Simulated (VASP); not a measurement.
The system is B4MoRu.

```
B Mo Ru
1.0
     3.15291   -3.16964    0.00000
     3.15291    3.16964    0.00000
     0.00000    0.00000    3.06667
B Mo Ru
4 1 1
Cartesian
  5.1030 0.0000 0.0000
  3.1529 -1.2568 1.5333
  1.2029 0.0000 0.0000
  3.1529 1.2568 1.5333
  0.0000 0.0000 1.5333
  3.1529 0.0000 0.0000
```

```yaml
Program: VASP 6.6.1
Task: relaxation of cell and atoms
Functional: PBE
Potentials_or_basis: VASP PAW PBE potentials, release 64 (B, Mo_sv, Ru_pv)
Cutoff: 600 eV
k_mesh: 4 × 4 × 6
Occupations: gaussian, width 0.1 eV
Spin: no spin polarisation
```

At the start: pressure 60.1 GPa; volume 10.22 Å³/atom.

Problem. Where does the relaxation end?

Solution. Over 65 steps the energy falls by 898.6 meV/atom and the volume is 11.58 Å³/atom (+13.3 %); space group Cmmm (No. 65, to 0.05 Å).

The path:
```csv
step,energy change (eV),largest force (eV/Å),pressure (GPa),volume (Å³)
1,0.0000,2.0178,60.13,61.29
3,-2.8080,0.9039,-1.90,79.57
5,-2.8114,0.9074,-0.02,78.56
7,-2.9775,0.2297,1.49,78.75
9,-3.0142,0.1864,-1.37,80.30
11,-3.0377,0.1634,0.71,78.81
13,-3.1014,1.3600,-2.54,79.30
15,-3.1111,1.4984,-2.74,79.29
17,-3.1564,2.1303,-3.44,79.16
19,-3.1986,2.8746,-4.22,78.80
21,-3.2593,2.9304,-4.59,78.03
23,-3.3051,2.8554,-4.39,78.04
25,-3.5509,0.9125,-1.41,76.47
27,-3.5859,0.8490,-0.91,76.28
29,-3.7111,0.1826,1.61,75.63
31,-3.7196,0.2473,0.60,75.98
33,-3.7273,0.1712,-2.84,77.48
35,-3.7358,0.1992,-1.62,76.85
37,-3.7981,0.5497,-0.52,75.54
39,-4.7182,3.3741,5.71,69.78
41,-4.4372,3.6856,7.01,69.51
43,-4.6321,4.6148,10.54,67.85
45,-4.6819,5.3428,14.26,66.58
47,-4.6846,5.4016,14.51,66.50
49,-4.6850,5.4394,14.70,66.45
51,-4.6931,5.3954,14.59,66.47
53,-4.7288,5.2008,14.12,66.55
55,-4.8596,4.4662,12.32,66.88
57,-5.2139,2.1047,6.04,68.21
59,-5.3490,0.4215,0.07,69.86
61,-5.3705,0.0692,-0.53,69.91
63,-5.3877,0.2746,-0.83,69.80
65,-5.3915,0.0294,0.07,69.46
```

Final structure:
```xyz
6
Lattice="2.8168 -2.9628 0.0000 2.8168 2.9628 0.0000 0.0000 0.0000 4.1613" Properties=species:S:1:pos:R:3 pbc="T T T"
B     4.8403    0.0000    0.0000
B     2.8168   -0.8195    2.0806
B     0.7934    0.0000    0.0000
B     2.8168    0.8195    2.0806
Mo    0.0000    0.0000    2.0806
Ru    2.8168    0.0000    0.0000
```
